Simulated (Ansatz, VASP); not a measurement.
One calculation of P, two programs

```xyz
8
Lattice="5.0682 -4.5049 0.0040 5.0682 4.5049 0.0040 -0.0201 0.0000 5.5571" Properties=species:S:1:pos:R:3 pbc="T T T"
P     8.5558    0.0000    1.3947
P     1.5606    0.0000    4.1703
P     7.2332    0.0000    3.1874
P     2.8832    0.0000    2.3777
P     6.5609    1.1501    1.3986
P     3.5555    1.1501    4.1664
P     3.5555   -1.1501    4.1664
P     6.5609   -1.1501    1.3986
```

Change from the starting cell: strain +0.050 along x and y, +0.000 along z, atoms carried along.

Alike in both runs: task single point; functional r2SCAN; k mesh 4 × 4 × 4; occupations gaussian, width 0.05 eV; no spin polarisation.

|  | VASP | Ansatz |
| --- | --- | --- |
| version | VASP 6.6.1 | Ansatz 0.2.0 |
| potentials or method | VASP PAW PBE potentials, release 64 (P), cutoff 520 eV | scalar-relativistic, plane waves, PAW |
| valence electrons in the cell | 40 | 40 |

VASP gave:

```
gap on the k mesh at the Fermi level (eV)                     : 3.28
least direct gap on the mesh (eV)                             : 3.47
pressure (GPa)                                                : -4.5
traceless stress, the component that is largest in VASP (GPa) : 2.34
rms of the force components (eV/Å)                            : 1.086
```

Question: Which values does Ansatz return?

Answer: gap on the k mesh at the Fermi level (eV): 3.28; least direct gap on the mesh (eV): 3.48; pressure (GPa): -4.1; traceless stress, the component that is largest in VASP (GPa): 2.39; rms of the force components (eV/Å): 1.002.

VASP's potentials were made for PBE, not for r2SCAN. Atom by atom the forces differ by 0.095 eV/Å (rms over components).
